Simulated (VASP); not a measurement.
# N (C2/m) in VASP: a series of runs

N is run at these levels: r2SCAN; tasks: single point.

Everything below comes from runs of VASP 6.6.1. Logs are shortened: lines on timing, memory, paths and dates and some standing lists are left out, and cuts for length are marked.

## (1) The cell of the first run

It takes space group C2/m (No. 12, monoclinic). Conventional cell: a = 6.286 Å, b = 3.629 Å, c = 5.890 Å, α = 90.00°, β = 90.00°, γ = 90.00°. N (site symmetry m) has 12 N at 3.50 to 3.75 Å within 4.6 Å.

## (2) Single point, r2SCAN, collinear spin, ferromagnetic start (atom 1 (N) moved by (-0.100, -0.100) A along y and z)

Contents of POSCAR:

```
N
1.0
    3.6290016496      0.0000000000      0.0000000000
   -1.8145008248      3.1428076190      0.0000000000
    0.0000000000      0.0000000000      5.8900000000
N
2
Direct
    0.3174239917      0.6348479835      0.2330220713
    0.6666666667      0.3333333333      0.7500000000
```

Contents of INCAR.step1:

```
  ALGO = Normal
  EDIFF = 1E-4
  ENCUT = 520
  GGA = PE
  ISMEAR = 0
  ISPIN = 2
  LASPH = T
  LCHARG = F
  LREAL = F
  LWAVE = T
  MAGMOM = 3.2 3.2
  NBANDS = 16
  NELM = 150
  PREC = Accurate
  SIGMA = 0.05
```

Contents of INCAR.step2:

```
  ALGO = Normal
  EDIFF = 1E-7
  ENCUT = 520
  ISIF = 2
  ISMEAR = 0
  ISPIN = 2
  ISTART = 1
  LASPH = T
  LCHARG = F
  LMIXTAU = T
  LORBIT = 11
  LREAL = F
  LWAVE = F
  MAGMOM = 3.2 3.2
  METAGGA = R2SCAN
  NBANDS = 16
  NELM = 150
  PREC = Accurate
  SIGMA = 0.05
```

Contents of KPOINTS:

```
k-points
0
Gamma
  6 6 4
```

Potentials or basis: VASP PAW PBE potentials, release 64 (N).

Launch:

```sh
$ cat potpaw_PBE.64/N/POTCAR > POTCAR
$ cp INCAR.step1 INCAR
$ mpirun -np 1 vasp_std > vasp.out
$ cp INCAR.step2 INCAR
$ mpirun -np 1 vasp_std > vasp.out
```

OUTCAR:

```text
EDIFF = 1E-7
   ENCUT = 520
   ISIF = 2
   ISMEAR = 0
   ISPIN = 2
   ISTART = 1
   LASPH = T
   LORBIT = 11
   LREAL = F
   METAGGA = R2SCAN
   NELM = 150
   PREC = Accurate

 ion  position               nearest neighbor table
   1  0.317  0.635  0.233-
   2  0.667  0.333  0.750-

  LATTYP: Found a hexagonal cell.
 ALAT       =     3.6290016496
 C/A-ratio  =     1.6230359114

  Lattice vectors:

 A1 = (   3.6290016496,   0.0000000000,   0.0000000000)
 A2 = (  -1.8145008248,   3.1428076190,   0.0000000000)
 A3 = (   0.0000000000,   0.0000000000,   5.8900000000)

Analysis of symmetry for initial positions (statically):
=====================================================================
 Subroutine PRICEL returns:
 Original cell was already a primitive cell.

 Routine SETGRP: Setting up the symmetry group for a
 hexagonal supercell.

 Subroutine GETGRP returns: Found  4 space group operations
 (whereof  2 operations were pure point group operations)
 out of a pool of 24 trial point group operations.

The static configuration has the point symmetry C_1h.
 The point group associated with its full space group is C_2h.

Analysis of symmetry for dynamics (positions and initial velocities):
=====================================================================
 Subroutine PRICEL returns:
 Original cell was already a primitive cell.

 Routine SETGRP: Setting up the symmetry group for a
 hexagonal supercell.

 Subroutine GETGRP returns: Found  4 space group operations
 (whereof  2 operations were pure point group operations)
 out of a pool of 24 trial point group operations.

The dynamic configuration has the point symmetry C_1h.
 The point group associated with its full space group is C_2h.

Analysis of structural, dynamic, and magnetic symmetry:
=====================================================================
 Subroutine PRICEL returns:
 Original cell was already a primitive cell.

 Routine SETGRP: Setting up the symmetry group for a
 hexagonal supercell.

 Subroutine GETGRP returns: Found  4 space group operations
 (whereof  2 operations were pure point group operations)
 out of a pool of 24 trial point group operations.

The overall configuration has the point symmetry C_1h.
 The point group associated with its full space group is C_2h.

 Subroutine INISYM returns: Found  4 space group operations
[... 112 lines left out ...]
   ISMEAR =     0;   SIGMA  =   0.05  broadening in eV -4-tet -1-fermi 0-gaus
   EFERMI_NEDOS =   21; number of points for ismear=-14 and -15
   IALGO  =     38    algorithm
   IMIX   =      4    mixing-type and parameters
     AMIX     =   0.40;   BMIX     =  1.00
     AMIX_MAG =   1.60;   BMIX_MAG =  1.00
  volume/ion in A,a.u.               =      33.59       226.67
  Fermi-wavevector in a.u.,A,eV,Ry     =   0.867630  1.639584 10.242227  0.752782
  Thomas-Fermi vector in A             =   1.986192
   LORBIT       =     11    0 simple, 1 ext, 2 COOP (PROOUT), +10 PAW based schemes
   METAGGA = R2SCAN    functional components
   LHFCALC =     F    Hartree Fock is set to
   AEXX    =    0.0000 exact exchange contribution
   IVDW    =     0    specifies the selected vdW correction
   LEPSILON=     F    determine dielectric tensor
   LRPA    =     F    only Hartree local field effects (RPA)
 spin polarized calculation
 Gauss-broadening in eV      SIGMA  =   0.05
  energy-cutoff  :      520.00
  volume of cell :       67.18
 maximum number of plane-waves:      1834
   NGX = 13   NGY = 13   NGZ = 21

 number of electron      10.0000000 magnetization       6.0000001

 Free energy of the ion-electron system (eV)
  ---------------------------------------------------
  ext. energy  EPLUGINS =         0.00000000
  ---------------------------------------------------
  free energy    TOTEN  =        -8.87269099 eV

  energy without entropy =       -8.87269099  energy(sigma->0) =       -8.87269099

 E-fermi :  -5.7495     XC(G=0):  -5.3192

 val. band max:       -5.9985191275   @ k =   0.0000   0.0000   0.0000
 cond. band min:      -2.0742010962   @ k =   0.0000   0.0000   0.0000
 fundamental gap:      3.9243180313
 Fermi energy:        -5.7495252418

 spin component 1

 k-point     1 :       0.0000    0.0000    0.0000
  band No.  band energies     occupation
      1     -19.2413      1.00000
      2     -18.9529      1.00000
      3      -7.2018      1.00000
      4      -6.1501      1.00000
      5      -6.1268      1.00000
      6      -6.0251      1.00000
[... 435 lines left out ...]
      5      -6.5098      1.00000
      6      -6.3518      1.00000
[... 8 lines left out ...]
     15      12.9571      0.00000
     16      13.4910      0.00000

 [... further k-points ...]

 spin component 2

 k-point     1 :       0.0000    0.0000    0.0000
  band No.  band energies     occupation
      1     -13.2829      1.00000
      2     -12.7780      1.00000
      3      -2.0742      0.00000
      4      -0.0901      0.00000
      5      -0.0528      0.00000
      6       0.1152      0.00000
[... 435 lines left out ...]
      5      -0.7770      0.00000
      6      -0.4593      0.00000
[... 8 lines left out ...]
     15      15.4789      0.00000
     16      16.0701      0.00000

 [... further k-points ...]
[... 5 lines left out ...]
  --------------------------------------------------------------------------------------
  -------------------------------------------------------------------------------------
  Total        0.0740878      0.0591703      0.0824175      0.0000000      0.0037514      0.0000000
  in kB        1.7670013      1.4112171      1.9656664      0.0000000      0.0894720      0.0000000
  external PRESSURE =       1.7146283 kB  Pullay stress =       0.0000000 kB

 VOLUME and BASIS-vectors are now :
 -----------------------------------------------------------------------------
  energy-cutoff  :      520.00
  volume of cell :       67.18
      direct lattice vectors                 reciprocal lattice vectors
     3.629001650  0.000000000  0.000000000     0.275557880  0.159093416  0.000000000
    -1.814500825  3.142807619  0.000000000     0.000000000  0.318186832  0.000000000
     0.000000000  0.000000000  5.890000000     0.000000000  0.000000000  0.169779287

 POSITION                                       TOTAL-FORCE (eV/Angst)
 -----------------------------------------------------------------------------------
     -0.00000      1.99521      1.37250        -0.000000      0.004565      0.023346
      1.81450      1.04760      4.41750         0.000000     -0.004565     -0.023346
 -----------------------------------------------------------------------------------
    total drift:                               -0.000000      0.000009     -0.000007

  FREE ENERGIE OF THE ION-ELECTRON SYSTEM (eV)
  ---------------------------------------------------
  free  energy   TOTEN  =        -8.8726909926 eV

  energy  without entropy=       -8.8726909926  energy(sigma->0) =       -8.87269099

 total charge

# of ion       s       p       d       tot
------------------------------------------
    1        1.359   1.940   0.000   3.299
    2        1.359   1.940   0.000   3.299
--------------------------------------------------
tot          2.718   3.880   0.000   6.598

 magnetization (x)

# of ion       s       p       d       tot
------------------------------------------
    1        0.050   1.940   0.000   1.990
    2        0.050   1.940   0.000   1.990
--------------------------------------------------
tot          0.101   3.880   0.000   3.981
```

OUTCAR.step1:

```text
EDIFF = 1E-4
   ENCUT = 520
   GGA = PE
   ISMEAR = 0
   ISPIN = 2
[... 1157 lines left out ...]
 -----------------------------------------------------------------------------------
     -0.00000      1.99521      1.37250        -0.000000      0.004384      0.029411
      1.81450      1.04760      4.41750         0.000000     -0.004384     -0.029411
 -----------------------------------------------------------------------------------
    total drift:                               -0.000000      0.000009     -0.000007

  FREE ENERGIE OF THE ION-ELECTRON SYSTEM (eV)
  ---------------------------------------------------
  free  energy   TOTEN  =        -6.2019698952 eV

  energy  without entropy=       -6.2019698952  energy(sigma->0) =       -6.20196990
```

Wall time 4 min (1 thread of Intel Xeon 6975P-C (Granite Rapids), shared host); peak memory 0.25 GiB.

Results:

| Item | Value |
| --- | --- |
| Free energy | -8.8727 eV |
| Pressure | 0.2 GPa |
| Largest force | 0.024 eV/Å |
| Band gap on the k mesh | 3.92 eV |
| Net moment | 6.00 μB per cell |
| Site moments | N +1.99 μB |
| Valence electrons inside the program's atomic spheres | N 3.30 |

Forces in eV/Å, atoms in the order of the input:
```
N    0.000  0.005  0.023
N    0.000 -0.005 -0.023
```

Caveat: the cell differs from its parent crystal (atom 1 (N) moved by (-0.100, -0.100) A along y and z); the atoms stand far beyond bonding distance; the PAW data sets were made with another functional, which shifts forces and pressure a little. A k mesh can miss the band edges.

## (3) Single point, r2SCAN, collinear spin, ferromagnetic start (atom 1 (N) moved by (+0.100, -0.100) A along y and z)

Edit POSCAR of step 2 so:

```diff
@@ -8,3 +8,3 @@
 Direct
-    0.3174239917      0.6348479835      0.2330220713
+    0.3492426749      0.6984853499      0.2330220713
     0.6666666667      0.3333333333      0.7500000000
```

Contents of INCAR.step1:

```
PREC = Accurate
ENCUT = 520
ISMEAR = 0
SIGMA = 0.05
LREAL = False
LASPH = True
NELM = 150
ISPIN = 2
MAGMOM = 3.2 3.2
NBANDS = 16
GGA = PE
ALGO = Normal
EDIFF = 1E-4
LWAVE = True
LCHARG = False
```

Contents of INCAR.step2:

```
PREC = Accurate
ENCUT = 520
EDIFF = 1E-6
ISMEAR = 0
SIGMA = 0.05
LREAL = False
LASPH = True
NELM = 150
ALGO = Normal
ISIF = 2
LWAVE = False
LCHARG = True
ISPIN = 2
MAGMOM = 3.2 3.2
LORBIT = 11
METAGGA = R2SCAN
LMIXTAU = True
LELF = True
LVHAR = True
NBANDS = 16
ISTART = 1
```

Contents of KPOINTS:

```
Automatic mesh
0
Gamma
  6 6 4
```

Potentials or basis: VASP PAW PBE potentials, release 64 (N).

Launch:

```sh
$ cat potpaw_PBE.64/N/POTCAR > POTCAR
$ cp INCAR.step1 INCAR
$ mpirun -np 1 vasp_std > vasp.out
$ cp INCAR.step2 INCAR
$ mpirun -np 1 vasp_std > vasp.out
```

Run time: 3.6 min. Hardware: 1 thread of Intel Xeon 6975P-C (Granite Rapids), shared host; peak memory 0.25 GiB.

The run converged. Its results:

| Quantity | Value |
| --- | --- |
| Free energy | -8.8727 eV |
| Pressure | 0.2 GPa |
| Largest force | 0.024 eV/Å |
| Band gap on the k mesh | 3.92 eV |
| Net moment | 6.00 μB per cell |
| Site moments | N +1.99 μB |
| Valence electrons inside the program's atomic spheres | N 3.30 |

Forces on the atoms (eV/Å):
```
N    0.000 -0.006  0.023
N    0.000  0.006 -0.023
```

Levels at points of the mesh, in eV from the valence-band top:
Spin up:
```tsv
k point	band 4	band 5	band 6	band 7	band 8	band 9	band 10	band 11	band 12	band 13
(0.00, 0.00, 0.00)	-0.15	-0.13	-0.03	-0.01	0.00	8.32	12.26	12.61	18.93	19.10
(0.50, 0.00, 0.00)	-0.85	-0.64	-0.39	-0.23	-0.13	11.94	12.17	13.14	14.34	15.49
(0.00, 0.50, 0.00)	-0.87	-0.56	-0.39	-0.32	-0.13	11.92	12.15	13.37	14.43	15.18
(0.00, 0.00, 0.50)	-0.58	-0.10	-0.09	-0.07	-0.06	9.58	9.75	15.76	16.18	19.22
(0.50, 0.00, 0.50)	-1.11	-0.31	-0.27	-0.27	-0.22	12.10	12.18	13.30	13.42	16.43
(0.00, 0.50, 0.50)	-1.13	-0.29	-0.26	-0.25	-0.24	12.12	12.18	13.29	13.39	16.39
```
Spin down:
```
           k point  band 1  band 2  band 3  band 4  band 5  band 6
(0.00, 0.00, 0.00)   -7.29   -6.78    3.92    5.91    5.94    6.11
(0.50, 0.00, 0.00)   -6.81   -6.63    4.08    4.61    4.99    5.48
(0.00, 0.50, 0.00)   -6.78   -6.67    4.14    4.55    5.11    5.48
(0.00, 0.00, 0.50)   -7.09   -7.00    4.82    4.96    6.00    6.01
(0.50, 0.00, 0.50)   -6.74   -6.70    4.06    4.12    5.62    5.67
(0.00, 0.50, 0.50)   -6.73   -6.71    4.03    4.08    5.66    5.70
```

Caveat: the cell differs from its parent crystal (atom 1 (N) moved by (+0.100, -0.100) A along y and z); the atoms stand far beyond bonding distance; the PAW data sets were made with another functional, which shifts forces and pressure a little.
